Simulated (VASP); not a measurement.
# Sc (P6/mmm) in VASP: single point with LDA

Aim: the single point of Sc with LDA.

Everything below comes from runs of VASP 6.6.1. Logs are shortened: lines on timing, memory, paths and dates and some standing lists are left out, and cuts for length are marked.

### Step 1. The cell of the first run

It takes space group P6/mmm (No. 191, hexagonal). The conventional cell has a = 4.537 Å, b = 4.537 Å, c = 3.530 Å, α = 90.00°, β = 90.00°, γ = 120.00°. Sc (site symmetry 6/mmm) has 8 Sc at 3.53 to 4.54 Å within 4.6 Å.

### Step 2. Single point, LDA

The input, INCAR:

```
SYSTEM = Sc
PREC     = Accurate       ! precision mode
ENCUT    = 520            ! plane-wave cutoff, eV
EDIFF    = 1E-7           ! SCF threshold, eV
ISMEAR   = 1              ! smearing method
SIGMA    = 0.15           ! smearing width, eV
LREAL    = .FALSE.        ! projectors in reciprocal space
LASPH    = .TRUE.         ! aspherical terms in the spheres
NELM     = 60             ! most SCF steps
ALGO     = Normal         ! electronic algorithm
ISIF     = 2              ! what is computed and relaxed
LWAVE    = .FALSE.        ! write WAVECAR
LCHARG   = .FALSE.        ! write CHGCAR
NBANDS   = 12             ! bands
```

The input, KPOINTS:

```
Automatic mesh
0
G
  6 6 7
  0 0 0
```

The input, POSCAR:

```
Sc
1.0
    4.5365604900      0.0000000000      0.0000000000
   -2.2682802500      3.9287766300      0.0000000000
    0.0000000000      0.0000000000      3.5303112100
Sc
1
Direct
    0.0000000000      0.0000000000      0.0000000000
```

Potentials or basis: VASP PAW LDA potentials, release 64 (Sc_sv).

Command:

```console
cat potpaw_LDA.64/Sc_sv/POTCAR > POTCAR
mpirun -np 1 vasp_std > vasp.out
```

OUTCAR:

```text
SYSTEM = Sc
   PREC = Accurate
   ENCUT = 520
   EDIFF = 1E-7
   ISMEAR = 1
   LREAL = .FALSE.
   LASPH = .TRUE.
   NELM = 60
   ISIF = 2

 ion  position               nearest neighbor table
   1  0.000  0.000  0.000-

  LATTYP: Found a hexagonal cell.
 ALAT       =     4.5365604900
 C/A-ratio  =     0.7781911467

  Lattice vectors:

 A1 = (   4.5365604900,   0.0000000000,   0.0000000000)
 A2 = (  -2.2682802500,   3.9287766300,   0.0000000000)
 A3 = (   0.0000000000,   0.0000000000,   3.5303112100)

Analysis of symmetry for initial positions (statically):
=====================================================================
 Subroutine PRICEL returns:
 Original cell was already a primitive cell.

 Routine SETGRP: Setting up the symmetry group for a
 hexagonal supercell.

 Subroutine GETGRP returns: Found 24 space group operations
 (whereof 24 operations were pure point group operations)
 out of a pool of 24 trial point group operations.

The static configuration has the point symmetry D_6h.

Analysis of symmetry for dynamics (positions and initial velocities):
=====================================================================
 Subroutine PRICEL returns:
 Original cell was already a primitive cell.

 Routine SETGRP: Setting up the symmetry group for a
 hexagonal supercell.

 Subroutine GETGRP returns: Found 24 space group operations
 (whereof 24 operations were pure point group operations)
 out of a pool of 24 trial point group operations.

The dynamic configuration has the point symmetry D_6h.

 Subroutine INISYM returns: Found 24 space group operations
 (whereof 24 operations are pure point group operations),
 and found     1 'primitive' translations

----------------------------------------------------------------------------------------

                                     Primitive cell

  volume of cell :      62.9212

  direct lattice vectors                    reciprocal lattice vectors
     4.536560490  0.000000000  0.000000000     0.220431316  0.127266080  0.000000000
    -2.268280250  3.928776630  0.000000000     0.000000000  0.254532160  0.000000000
     0.000000000  0.000000000  3.530311210     0.000000000  0.000000000  0.283261146

  length of vectors
     4.536560490  4.536560492  3.530311210     0.254532160  0.254532160  0.283261146

  position of ions in fractional coordinates (direct lattice)
     0.000000000  0.000000000  0.000000000

  ion indices of the primitive-cell ions
[... 75 lines left out ...]
   LREAL  =      F    real-space projection
   EDIFFG = 0.1E-05   stopping-criterion for IOM
   NSW    =      0    number of steps for IOM
   IBRION =     -1    ionic relax: 0-MD 1-quasi-New 2-CG
   NFREE  =      0    steps in history (QN), initial steepest desc. (CG)
   ISIF   =      2    stress and relaxation
   ISYM   =      2    0-nonsym 1-usesym 2-fastsym
   POTIM  = 0.5000    time-step for ionic-motion
   TEBEG  =    0.0;   TEEND  =   0.0 temperature during run
   PSTRESS=    0.0 pullay stress
   NELECT =      11.0000    total number of electrons
   NUPDOWN=      -1.0000    fix difference up-down
   EMIN   =  10.00;   EMAX   =-10.00  energy-range for DOS
   EFERMI =   0.00;   METHOD = LEGACY
   ISMEAR =     1;   SIGMA  =   0.15  broadening in eV -4-tet -1-fermi 0-gaus
   EFERMI_NEDOS =   21; number of points for ismear=-14 and -15
   IALGO  =     38    algorithm
   IMIX   =      4    mixing-type and parameters
     AMIX     =   0.40;   BMIX     =  1.00
     AMIX_MAG =   1.60;   BMIX_MAG =  1.00
  volume/ion in A,a.u.               =      62.92       424.61
  Fermi-wavevector in a.u.,A,eV,Ry     =   0.915391  1.729838 11.400879  0.837941
  Thomas-Fermi vector in A             =   2.040127
   LORBIT       =      0    0 simple, 1 ext, 2 COOP (PROOUT), +10 PAW based schemes
   GGA     = CA    functional components
   LHFCALC =     F    Hartree Fock is set to
   AEXX    =    0.0000 exact exchange contribution
   IVDW    =     0    specifies the selected vdW correction
   LEPSILON=     F    determine dielectric tensor
   LRPA    =     F    only Hartree local field effects (RPA)
 non-spin polarized calculation
 Methfessel and Paxton  Order N= 1 SIGMA  =   0.15
  energy-cutoff  :      520.00
  volume of cell :       62.92
 maximum number of plane-waves:      1719
 NGX is ok and might be reduce to    36
   NGX = 17   NGY = 17   NGZ = 13

 number of electron      11.0000001 magnetization

 Free energy of the ion-electron system (eV)
  ---------------------------------------------------
  ext. energy  EPLUGINS =         0.00000000
  ---------------------------------------------------
  free energy    TOTEN  =        -4.07505143 eV

  energy without entropy =       -4.06637526  energy(sigma->0) =       -4.07215938

 E-fermi :  -0.3476     XC(G=0):  -6.8068

 val. band max:       -0.3486140303   @ k =   0.5000   0.0000   0.1429
 cond. band min:      -0.3437763650   @ k =   0.3333   0.1667   0.1429
 fundamental gap:      0.0048376653
 Fermi energy:        -0.3476201639

 k-point     1 :       0.0000    0.0000    0.0000
  band No.  band energies     occupation
      1     -50.8330      2.00000
      2     -29.8358      2.00000
      3     -29.8358      2.00000
      4     -29.5337      2.00000
      5      -3.4759      2.00000
      6      -0.5362      2.07060
      7       0.0528     -0.00105
      8       0.0528     -0.00105
      9       1.0434     -0.00000
     10       1.0434     -0.00000
     11       5.7831      0.00000
     12       5.7831      0.00000
[... 331 lines left out ...]
 k-point    24 :       0.3333    0.0000    0.4286
  band No.  band energies     occupation
      1     -50.8262      2.00000
      2     -29.8327      2.00000
      3     -29.8295      2.00000
      4     -29.6176      2.00000
      5      -0.6982      2.00465
      6      -0.2281      0.02170
      7       0.0847     -0.00036
      8       0.4092     -0.00000
      9       0.5915     -0.00000
     10       0.9590     -0.00000
     11       2.7028      0.00000
     12       4.4390      0.00000

 [... further k-points ...]
[... 5 lines left out ...]
  --------------------------------------------------------------------------------------
  -------------------------------------------------------------------------------------
  Total       -2.7395414     -2.7395414     -3.3035411      0.0000000      0.0000000      0.0000000
  in kB      -69.7575810    -69.7575810    -84.1188365      0.0000001      0.0000000      0.0000000
  external PRESSURE =     -74.5446662 kB  Pullay stress =       0.0000000 kB

 VOLUME and BASIS-vectors are now :
 -----------------------------------------------------------------------------
  energy-cutoff  :      520.00
  volume of cell :       62.92
      direct lattice vectors                 reciprocal lattice vectors
     4.536560490  0.000000000  0.000000000     0.220431316  0.127266080  0.000000000
    -2.268280250  3.928776630  0.000000000     0.000000000  0.254532160  0.000000000
     0.000000000  0.000000000  3.530311210     0.000000000  0.000000000  0.283261146

 POSITION                                       TOTAL-FORCE (eV/Angst)
 -----------------------------------------------------------------------------------
      0.00000      0.00000      0.00000         0.000000      0.000000      0.000000
 -----------------------------------------------------------------------------------
    total drift:                                0.000000     -0.000000     -0.000000

  FREE ENERGIE OF THE ION-ELECTRON SYSTEM (eV)
  ---------------------------------------------------
  free  energy   TOTEN  =        -4.0750514328 eV

  energy  without entropy=       -4.0663752641  energy(sigma->0) =       -4.07215938
```

OSZICAR:

```text
N       E                     dE             d eps       ncg     rms          rms(c)
DAV:   1     0.786203952033E+02    0.78620E+02   -0.46585E+03   680   0.756E+02
DAV:   2    -0.318682779186E+01   -0.81807E+02   -0.80634E+02   680   0.281E+02
DAV:   3    -0.529008065396E+01   -0.21033E+01   -0.20455E+01  1108   0.540E+01
DAV:   4    -0.531772790957E+01   -0.27647E-01   -0.27540E-01   844   0.417E+00
DAV:   5    -0.531810780328E+01   -0.37989E-03   -0.37983E-03   928   0.535E-01    0.483E+00
DAV:   6    -0.414559211035E+01    0.11725E+01   -0.37154E+00  1020   0.179E+01    0.167E+00
DAV:   7    -0.409184598730E+01    0.53746E-01   -0.77826E-02   896   0.317E+00    0.677E-01
DAV:   8    -0.407632539686E+01    0.15521E-01   -0.29602E-02  1036   0.133E+00    0.296E-01
DAV:   9    -0.407646533370E+01   -0.13994E-03   -0.17010E-02   996   0.173E+00    0.205E-01
DAV:  10    -0.407515975229E+01    0.13056E-02   -0.71635E-03  1012   0.903E-01    0.658E-02
DAV:  11    -0.407505502816E+01    0.10472E-03   -0.47443E-04  1024   0.214E-01    0.124E-02
DAV:  12    -0.407505273875E+01    0.22894E-05   -0.10857E-05   836   0.262E-02    0.660E-03
DAV:  13    -0.407505145152E+01    0.12872E-05   -0.45127E-06  1048   0.244E-02    0.131E-03
DAV:  14    -0.407505143285E+01    0.18674E-07   -0.16951E-07   456   0.327E-03
   1 F= -.40750514E+01 E0= -.40721594E+01  d E =-.867617E-02
```

Wall time 8.7 s (1 thread of Intel Xeon Platinum 8559C (Emerald Rapids), shared host); peak memory 0.16 GiB.

Results:

| Quantity | Value |
| --- | --- |
| Free energy | -4.0751 eV |
| Pressure | -7.5 GPa |
